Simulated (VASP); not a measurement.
Input of a VASP 6.6.1 run:

File POSCAR:

```
CdTe
1.0
    0.0000000000      3.2050000000      3.2050000000
    3.2050000000      0.0000000000      3.2050000000
    3.2050000000      3.2050000000      0.0000000000
Te Cd
1 1
Direct
    0.7500000000      0.7500000000      0.7500000000
    0.0000000000      0.0000000000      0.0000000000
```

INCAR.step1

```
SYSTEM = CdTe
  ALGO = Normal
  EDIFF = 1E-6
  EFERMI = MIDGAP
  ENCUT = 550
  GGA = PE
  GGA_COMPAT = .False.
  ISMEAR = 0
  KPAR = 2
  LASPH = .True.
  LCHARG = .False.
  LREAL = .False.
  LWAVE = .True.
  NBANDS = 21
  NELM = 120
  PREC = Accurate
  SIGMA = 0.03
```

File INCAR.step2:

```
SYSTEM = CdTe
  AEXX = 0.1
  ALGO = Normal
  EDIFF = 1E-6
  EFERMI = MIDGAP
  ENCUT = 550
  GGA_COMPAT = .False.
  HFRCUT = -1
  ISMEAR = 0
  ISTART = 1
  KPAR = 2
  LASPH = .True.
  LCHARG = .False.
  LHFCALC = .True.
  LMIXTAU = .True.
  LREAL = .False.
  LWAVE = .False.
  METAGGA = R2SCAN
  NBANDS = 21
  NELM = 120
  PREC = Accurate
  PRECFOCK = Fast
  SIGMA = 0.03
```

File KPOINTS:

```
Automatic mesh
0
Gamma
  6 6 6
  0 0 0
```

File KPOINTS_OPT:

```
path GXWKGLUWLK,UX
9
line-mode
reciprocal
 0.0000000000  0.0000000000  0.0000000000  G
 0.5000000000  0.0000000000  0.5000000000  X

 0.5000000000  0.0000000000  0.5000000000  X
 0.5000000000  0.2500000000  0.7500000000  W

 0.5000000000  0.2500000000  0.7500000000  W
 0.3750000000  0.3750000000  0.7500000000  K

 0.3750000000  0.3750000000  0.7500000000  K
 0.0000000000  0.0000000000  0.0000000000  G

 0.0000000000  0.0000000000  0.0000000000  G
 0.5000000000  0.5000000000  0.5000000000  L

 0.5000000000  0.5000000000  0.5000000000  L
 0.6250000000  0.2500000000  0.6250000000  U

 0.6250000000  0.2500000000  0.6250000000  U
 0.5000000000  0.2500000000  0.7500000000  W

 0.5000000000  0.2500000000  0.7500000000  W
 0.5000000000  0.5000000000  0.5000000000  L

 0.5000000000  0.5000000000  0.5000000000  L
 0.3750000000  0.3750000000  0.7500000000  K

 0.6250000000  0.2500000000  0.6250000000  U
 0.5000000000  0.0000000000  0.5000000000  X
```

Potentials or basis: VASP PAW PBE potentials, release 64 (Te, Cd).

The run is started by

```console
$ cat potpaw_PBE.64/Te/POTCAR potpaw_PBE.64/Cd/POTCAR > POTCAR
$ cp INCAR.step1 INCAR
$ mpirun -np 2 vasp_std > vasp.out
$ cp INCAR.step2 INCAR
$ mpirun -np 2 vasp_std > vasp.out
```

Q: Predict the band gap on the k mesh.

A: 1.85 eV.

Q: What does it give for the band gap along the path?

A: 1.85 eV.

Levels at the corners of the path, in eV from the valence-band top:
```
point  band 7  band 8  band 9  band 10  band 11  band 12
    Γ    0.00    0.00    0.00     1.85     5.56     5.56
    X   -4.69   -2.10   -2.10     3.28     3.50    10.32
    X   -4.69   -2.10   -2.10     3.28     3.50    10.32
    W   -4.53   -2.63   -2.47     5.41     5.46     6.70
    W   -4.53   -2.63   -2.47     5.41     5.46     6.70
    K   -4.56   -2.88   -1.74     3.70     5.50     8.51
    K   -4.56   -2.88   -1.74     3.70     5.50     8.51
    Γ    0.00    0.00    0.00     1.85     5.56     5.56
    Γ    0.00    0.00    0.00     1.85     5.56     5.56
    L   -4.87   -0.87   -0.87     2.78     6.12     6.12
    L   -4.87   -0.87   -0.87     2.78     6.12     6.12
    U   -4.56   -2.88   -1.74     3.70     5.50     8.51
    U   -4.56   -2.88   -1.74     3.70     5.50     8.51
    W   -4.53   -2.63   -2.47     5.41     5.46     6.70
    W   -4.53   -2.63   -2.47     5.41     5.46     6.70
    L   -4.87   -0.87   -0.87     2.78     6.12     6.12
    L   -4.87   -0.87   -0.87     2.78     6.12     6.12
    K   -4.56   -2.88   -1.74     3.70     5.50     8.51
    U   -4.56   -2.88   -1.74     3.70     5.50     8.51
    X   -4.69   -2.10   -2.10     3.28     3.50    10.32
```

Caveat: spin-orbit coupling is left out, which moves the levels of the heavy elements.
